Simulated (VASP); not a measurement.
Crystal: ZnSe (Stilleite).

```
Zn Se
1.0
     0.00000    2.83242    2.83242
     2.83242    0.00000    2.83242
     2.83242    2.83242    0.00000
Zn Se
1 1
Direct
  0.00000 0.00000 0.00000
  0.25000 0.25000 0.25000
```

Base run:

```yaml
Program: VASP 6.6.1
Functional: r2SCAN
Potentials_or_basis: VASP PAW PBE potentials, release 64 (Zn, Se)
Cutoff: 520 eV
k_mesh: 8 × 8 × 8
Occupations: gaussian, width 0.01 eV
Spin: no spin polarisation
```

Its results: band gap on the k mesh 1.87 eV, direct; pressure 0.1 GPa.

Task: The run is repeated on the same cell with these changes: functional from r2SCAN to PBE; k mesh from 8 × 8 × 8 to 4 × 4 × 4. What comes out?

Result: Band gap on the k mesh 1.28 eV, direct; pressure 2.8 GPa.

Several settings changed at once, so the effect can't be laid on one alone.

Caveats: some runs use coarse meshes; the PAW data sets were made with another functional, which shifts forces and pressure a little (some runs).

